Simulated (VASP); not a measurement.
The system is Rh.

```
Rh
1.0
     0.00000    1.89785    1.89785
     1.89785    0.00000    1.89785
     1.89785    1.89785    0.00000
Rh
1
Direct
  0.00000 0.00000 0.00000
```

* Program: VASP 6.6.1
* Task: relaxation of volume and atoms at fixed shape
* Functional: LDA
* Potentials or basis: VASP PAW LDA potentials, release 64 (Rh_pv)
* Cutoff: 600 eV
* k mesh: 20 × 20 × 20
* Occupations: fermi-dirac, width 0.1 eV
* Spin: no spin polarisation

At the start: pressure -8.7 GPa; volume 13.67 Å³/atom.

Task: Where does the relaxation end?

Result: Over 3 steps the energy falls by 11.1 meV/atom and the volume is 13.28 Å³/atom (-2.8 %); space group Fm-3m (No. 225, to 0.1 Å) before and after.

Step by step:
| step | energy change (eV) | largest force (eV/Å) | pressure (GPa) | volume (Å³) |
| --- | --- | --- | --- | --- |
| 1 | 0.0000 | 0.0000 | -8.66 | 13.67 |
| 2 | 0.0780 | 0.0000 | 30.60 | 12.26 |
| 3 | -0.0111 | 0.0000 | -0.34 | 13.28 |

Final structure:
```
CELL_PARAMETERS angstrom
0.00000 1.87975 1.87975
1.87975 0.00000 1.87975
1.87975 1.87975 0.00000
ATOMIC_POSITIONS crystal
Rh 0.00000 0.00000 0.00000
```
